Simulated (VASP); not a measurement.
# SbC (Pnma) in VASP: single point with PBE

Aim: the single point of SbC with PBE.

All numbers are computed with VASP 6.6.1; they aren't measurements. Logs are shortened: lines on timing, memory, paths and dates and some standing lists are left out, and cuts for length are marked.

## (1) The cell of the first run

Symmetry: Pnma, No. 62, orthorhombic system. Conventional cell: a = 6.741 Å, b = 3.378 Å, c = 5.603 Å, α = 90.00°, β = 90.00°, γ = 90.00°. Within 2.9 Å of Sb (site symmetry m) lie 5 C at 2.21 to 2.64 Å. C (site symmetry m) has 5 Sb at 2.21 to 2.64 Å within 2.9 Å.

## (2) Single point, PBE

Input file INCAR:

```
SYSTEM = SbC
PREC = Accurate
ENCUT = 700
EDIFF = 1E-6
ISMEAR = 0
SIGMA = 0.1
LREAL = .False.
LASPH = .True.
NELM = 120
ALGO = Normal
ISIF = 2
LWAVE = .False.
LCHARG = .False.
GGA = PE
NBANDS = 48
GGA_COMPAT = .False.
```

Input file KPOINTS:

```
Automatic mesh
0
Gamma
  6 12 8
  0 0 0
```

Input file POSCAR:

```
SbC
1.0
    6.7408215484      0.0000000000      0.0000000000
    0.0000000000      3.3778501190      0.0000000000
    0.0000000000      0.0000000000      5.6027259699
Sb C
4 4
Direct
    0.1281717453      0.2500000000      0.2650857001
    0.3718282547      0.7500000000      0.7650857001
    0.6281717453      0.2500000000      0.2349142999
    0.8718282547      0.7500000000      0.7349142999
    0.1656375841      0.2500000000      0.6566275960
    0.3343624159      0.7500000000      0.1566275960
    0.6656375841      0.2500000000      0.8433724040
    0.8343624159      0.7500000000      0.3433724040
```

Potentials or basis: VASP PAW PBE potentials, release 64 (Sb_d_GW, C).

The run is started by

```console
> cat potpaw_PBE.64/Sb_d_GW/POTCAR potpaw_PBE.64/C/POTCAR > POTCAR
> mpirun -np 1 vasp_std > vasp.out
```

OUTCAR:

```text
SYSTEM = SbC
   PREC = Accurate
   ENCUT = 700
   EDIFF = 1E-6
   ISMEAR = 0
   LREAL = .False.
   LASPH = .True.
   NELM = 120
   ISIF = 2
   GGA = PE

 ion  position               nearest neighbor table
   1  0.128  0.250  0.265-   5 2.21   6 2.27   6 2.27   8 2.64   8 2.64   3 3.37   3 3.37
   2  0.372  0.750  0.765-   6 2.21   5 2.27   5 2.27   7 2.64   7 2.64   4 3.37   4 3.37
   3  0.628  0.250  0.235-   7 2.21   8 2.27   8 2.27   6 2.64   6 2.64   1 3.37   1 3.37
   4  0.872  0.750  0.735-   8 2.21   7 2.27   7 2.27   5 2.64   5 2.64   2 3.37   2 3.37
   5  0.166  0.250  0.657-   1 2.21   2 2.27   2 2.27   4 2.64   4 2.64
   6  0.334  0.750  0.157-   2 2.21   1 2.27   1 2.27   3 2.64   3 2.64
   7  0.666  0.250  0.843-   3 2.21   4 2.27   4 2.27   2 2.64   2 2.64
   8  0.834  0.750  0.343-   4 2.21   3 2.27   3 2.27   1 2.64   1 2.64

  LATTYP: Found a simple orthorhombic cell.
 ALAT       =     3.3778501190
 B/A-ratio  =     1.6586662441
 C/A-ratio  =     1.9955952191

  Lattice vectors:

 A1 = (   0.0000000000,   3.3778501190,   0.0000000000)
 A2 = (   0.0000000000,   0.0000000000,   5.6027259699)
 A3 = (   6.7408215484,   0.0000000000,   0.0000000000)

Analysis of symmetry for initial positions (statically):
=====================================================================
 Subroutine PRICEL returns:
 Original cell was already a primitive cell.

 Routine SETGRP: Setting up the symmetry group for a
 simple orthorhombic supercell.

 Subroutine GETGRP returns: Found  8 space group operations
 (whereof  2 operations were pure point group operations)
 out of a pool of  8 trial point group operations.

The static configuration has the point symmetry S_2 .
 The point group associated with its full space group is D_2h.

Analysis of symmetry for dynamics (positions and initial velocities):
=====================================================================
 Subroutine PRICEL returns:
 Original cell was already a primitive cell.

 Routine SETGRP: Setting up the symmetry group for a
 simple orthorhombic supercell.

 Subroutine GETGRP returns: Found  8 space group operations
 (whereof  2 operations were pure point group operations)
 out of a pool of  8 trial point group operations.

The dynamic configuration has the point symmetry S_2 .
 The point group associated with its full space group is D_2h.

 Subroutine INISYM returns: Found  8 space group operations
 (whereof  2 operations are pure point group operations),
 and found     1 'primitive' translations

----------------------------------------------------------------------------------------

                                     Primitive cell

  volume of cell :     127.5712

  direct lattice vectors                    reciprocal lattice vectors
     6.740821548  0.000000000  0.000000000     0.148349870  0.000000000  0.000000000
     0.000000000  3.377850119  0.000000000     0.000000000  0.296046291  0.000000000
     0.000000000  0.000000000  5.602725970     0.000000000  0.000000000  0.178484546

  length of vectors
     6.740821548  3.377850119  5.602725970     0.148349870  0.296046291  0.178484546

  position of ions in fractional coordinates (direct lattice)
     0.128171745  0.250000000  0.265085700
     0.371828255  0.750000000  0.765085700
     0.628171745  0.250000000  0.234914300
     0.871828255  0.750000000  0.734914300
     0.165637584  0.250000000  0.656627596
     0.334362416  0.750000000  0.156627596
     0.665637584  0.250000000  0.843372404
     0.834362416  0.750000000  0.343372404

  ion indices of the primitive-cell ions
   primitive index   ion index
                 1           1
                 2           2
                 3           3
                 4           4
                 5           5
                 6           6
                 7           7
                 8           8

----------------------------------------------------------------------------------------

 KPOINTS: Automatic mesh

Automatic generation of k-mesh.
 Grid dimensions read from file:
 generate k-points for:    6   12    8

 Generating k-lattice:

  Cartesian coordinates                     Fractional coordinates (reciprocal lattice)
     0.024724978  0.000000000  0.000000000     0.166666667  0.000000000  0.000000000
     0.000000000  0.024670524  0.000000000     0.000000000  0.083333333  0.000000000
     0.000000000  0.000000000  0.022310568     0.000000000  0.000000000  0.125000000

  Length of vectors
     0.024724978  0.024670524  0.022310568

  Shift w.r.t. Gamma in fractional coordinates (k-lattice)
     0.000000000  0.000000000  0.000000000

 Subroutine IBZKPT returns following result:
 ===========================================

 Found    140 irreducible k-points:

 Following reciprocal coordinates:
            Coordinates               Weight
  0.000000  0.000000  0.000000      1.000000
  0.166667  0.000000  0.000000      2.000000
  0.333333  0.000000  0.000000      2.000000
  0.500000  0.000000  0.000000      1.000000
  0.000000  0.083333  0.000000      2.000000
  0.166667  0.083333  0.000000      4.000000
[... 16 lines left out ...]
  0.333333  0.416667  0.000000      4.000000
  0.500000  0.416667  0.000000      2.000000
 [... further k-points ...]
   k-points           NKPTS =    140   k-points in BZ     NKDIM =    140   number of bands    NBANDS=     48
   number of dos      NEDOS =    301   number of ions     NIONS =      8
   total plane-waves  NPLWV =  86400
   dimension x,y,z NGX =    60 NGY =   30 NGZ =   48
   dimension x,y,z NGXF=   120 NGYF=   60 NGZF=   96
   ions per type =               4   4
   NGX,Y,Z   is equivalent  to a cutoff of  14.80, 14.76, 14.24 a.u.
   NGXF,Y,Z  is equivalent  to a cutoff of  29.60, 29.53, 28.49 a.u.
 SYSTEM =  SbC
   PREC   = accura    normal or accurate (medium, high low for compatibility)
   ISTART =      0    job   : 0-new  1-cont  2-samecut
   ICHARG =      2    charge: 1-file 2-atom 10-const
   ISPIN  =      1    spin polarized calculation?
   LNONCOLLINEAR =      F non collinear calculations
   LSORBIT =      F    spin-orbit coupling
   LASPH  =      T    aspherical Exc in radial PAW
   ENCUT  =  700.0 eV  51.45 Ry    7.17 a.u.  14.54  7.29 12.09*2*pi/ulx,y,z
   NELM   =    120;   NELMIN=  2; NELMDL= -5     # of ELM steps
   EDIFF  = 0.1E-05   stopping-criterion for ELM
   LREAL  =      F    real-space projection
   EDIFFG = 0.1E-04   stopping-criterion for IOM
   NSW    =      0    number of steps for IOM
   IBRION =     -1    ionic relax: 0-MD 1-quasi-New 2-CG
   NFREE  =      0    steps in history (QN), initial steepest desc. (CG)
   ISIF   =      2    stress and relaxation
   ISYM   =      2    0-nonsym 1-usesym 2-fastsym
   POTIM  = 0.5000    time-step for ionic-motion
   TEBEG  =    0.0;   TEEND  =   0.0 temperature during run
   PSTRESS=    0.0 pullay stress
   NELECT =      76.0000    total number of electrons
   NUPDOWN=      -1.0000    fix difference up-down
   EMIN   =  10.00;   EMAX   =-10.00  energy-range for DOS
   EFERMI =   0.00;   METHOD = LEGACY
   ISMEAR =     0;   SIGMA  =   0.10  broadening in eV -4-tet -1-fermi 0-gaus
   EFERMI_NEDOS =   21; number of points for ismear=-14 and -15
   IALGO  =     38    algorithm
   IMIX   =      4    mixing-type and parameters
     AMIX     =   0.40;   BMIX     =  1.00
     AMIX_MAG =   1.60;   BMIX_MAG =  1.00
  volume/ion in A,a.u.               =      15.95       107.61
  Fermi-wavevector in a.u.,A,eV,Ry     =   1.377511  2.603119 25.817563  1.897537
  Thomas-Fermi vector in A             =   2.502658
   LORBIT       =      0    0 simple, 1 ext, 2 COOP (PROOUT), +10 PAW based schemes
   GGA     = PE    functional components
   LHFCALC =     F    Hartree Fock is set to
   AEXX    =    0.0000 exact exchange contribution
   IVDW    =     0    specifies the selected vdW correction
   LEPSILON=     F    determine dielectric tensor
   LRPA    =     F    only Hartree local field effects (RPA)
 non-spin polarized calculation
 Gauss-broadening in eV      SIGMA  =   0.10
  energy-cutoff  :      700.00
  volume of cell :      127.57
 maximum number of plane-waves:      5408
 NGX is ok and might be reduce to    60
   NGX = 29   NGY = 15   NGZ = 25

 number of electron      76.0000021 magnetization

 Free energy of the ion-electron system (eV)
  ---------------------------------------------------
  ext. energy  EPLUGINS =         0.00000000
  ---------------------------------------------------
  free energy    TOTEN  =       -42.08878033 eV

  energy without entropy =      -42.07490609  energy(sigma->0) =      -42.08184321

 E-fermi :   7.1263     XC(G=0): -11.2318

 val. band max:        7.1179122142   @ k =   0.0000   0.1667   0.0000
 cond. band min:       7.1357600698   @ k =   0.0000   0.1667   0.2500
 fundamental gap:      0.0178478557
 Fermi energy:         7.1263226272

 k-point     1 :       0.0000    0.0000    0.0000
  band No.  band energies     occupation
      1     -22.4256      2.00000
      2     -22.4131      2.00000
      3     -22.3921      2.00000
      4     -22.3893      2.00000
      5     -22.3825      2.00000
      6     -22.3695      2.00000
[... 40 lines left out ...]
     47      12.1625      0.00000
     48      13.1223      0.00000

 k-point     2 :       0.1667    0.0000    0.0000
  band No.  band energies     occupation
      1     -22.4223      2.00000
      2     -22.4101      2.00000
      3     -22.3940      2.00000
      4     -22.3893      2.00000
      5     -22.3806      2.00000
      6     -22.3681      2.00000
[... 40 lines left out ...]
     47      12.3787      0.00000
     48      12.9511      0.00000

 k-point     3 :       0.3333    0.0000    0.0000
  band No.  band energies     occupation
      1     -22.4141      2.00000
      2     -22.4030      2.00000
      3     -22.3985      2.00000
      4     -22.3909      2.00000
      5     -22.3747      2.00000
      6     -22.3641      2.00000
[... 1060 lines left out ...]
     47      12.3733      0.00000
     48      13.0014      0.00000

 k-point    24 :       0.5000    0.4167    0.0000
  band No.  band energies     occupation
      1     -22.3900      2.00000
      2     -22.3900      2.00000
      3     -22.3883      2.00000
      4     -22.3883      2.00000
      5     -22.3610      2.00000
      6     -22.3610      2.00000
[... 40 lines left out ...]
     47      12.6302      0.00000
     48      12.8188      0.00000

 [... further k-points ...]
[... 5 lines left out ...]
  --------------------------------------------------------------------------------------
  -------------------------------------------------------------------------------------
  Total        0.0383894      0.0375965      0.0259449      0.0000000     -0.0000000      0.0000000
  in kB        0.4821362      0.4721782      0.3258445      0.0000000     -0.0000000      0.0000000
  external PRESSURE =       0.4267196 kB  Pullay stress =       0.0000000 kB

 VOLUME and BASIS-vectors are now :
 -----------------------------------------------------------------------------
  energy-cutoff  :      700.00
  volume of cell :      127.57
      direct lattice vectors                 reciprocal lattice vectors
     6.740821548  0.000000000  0.000000000     0.148349870  0.000000000  0.000000000
     0.000000000  3.377850119  0.000000000     0.000000000  0.296046291  0.000000000
     0.000000000  0.000000000  5.602725970     0.000000000  0.000000000  0.178484546

 POSITION                                       TOTAL-FORCE (eV/Angst)
 -----------------------------------------------------------------------------------
      0.86398      0.84446      1.48520        -0.007993      0.000000     -0.004453
      2.50643      2.53339      4.28657         0.007993     -0.000000     -0.004453
      4.23439      0.84446      1.31616        -0.007993      0.000000      0.004453
      5.87684      2.53339      4.11752         0.007993     -0.000000      0.004453
      1.11653      0.84446      3.67890        -0.002987     -0.000000      0.002348
      2.25388      2.53339      0.87754         0.002987     -0.000000      0.002348
      4.48694      0.84446      4.72518        -0.002987     -0.000000     -0.002348
      5.62429      2.53339      1.92382         0.002987     -0.000000     -0.002348
 -----------------------------------------------------------------------------------
    total drift:                                0.000000     -0.000000     -0.000000

  FREE ENERGIE OF THE ION-ELECTRON SYSTEM (eV)
  ---------------------------------------------------
  free  energy   TOTEN  =       -42.0887803271 eV

  energy  without entropy=      -42.0749060920  energy(sigma->0) =      -42.08184321
```

It took 12 min on 1 thread of Intel Xeon 6975P-C (Granite Rapids), shared host; peak memory 1.1 GiB.

Results:

| Quantity | Value |
| --- | --- |
| Free energy | -42.0888 eV |
| Pressure | 0.0 GPa |
| Largest force | 0.009 eV/Å |
| Band gap on the k mesh | zero (bands 38 and 39 overlap by 2.30 eV) |

Forces on the atoms (eV/Å):
```
Sb  -0.008  0.000 -0.004
Sb   0.008  0.000 -0.004
Sb  -0.008  0.000  0.004
Sb   0.008  0.000  0.004
C   -0.003  0.000  0.002
C    0.003  0.000  0.002
C   -0.003  0.000 -0.002
C    0.003  0.000 -0.002
```

Levels at points of the mesh, in eV from the Fermi level:
```tsv
k point	band 34	band 35	band 36	band 37	band 38	band 39	band 40	band 41	band 42	band 43
(0.00, 0.00, 0.00)	-1.73	-1.60	-1.02	-0.90	-0.75	1.00	2.07	2.70	2.79	3.10
(0.50, 0.00, 0.00)	-2.92	-1.11	-1.11	0.19	0.19	0.98	0.98	3.00	3.00	3.99
(0.00, 0.50, 0.00)	-3.89	-3.79	-3.79	-1.37	-1.37	1.10	1.10	2.34	2.34	4.36
(0.50, 0.50, 0.00)	-2.88	-2.88	-2.88	-1.41	-1.41	-1.41	-1.41	3.08	3.08	3.08
(0.00, 0.00, 0.50)	-2.69	-1.15	-1.15	-0.89	-0.89	1.68	1.68	2.21	2.21	2.72
(0.50, 0.00, 0.50)	-2.44	-1.80	-1.80	-0.21	-0.21	-0.08	-0.08	3.02	3.02	3.90
(0.00, 0.50, 0.50)	-2.21	-1.83	-1.83	-0.83	-0.83	1.09	1.09	1.27	1.27	2.67
(0.50, 0.50, 0.50)	-3.14	-3.14	-3.14	-1.21	-1.21	-1.21	-1.21	2.49	2.49	2.49
```

Caveat: spin-orbit coupling is left out, which moves the levels of the heavy elements.
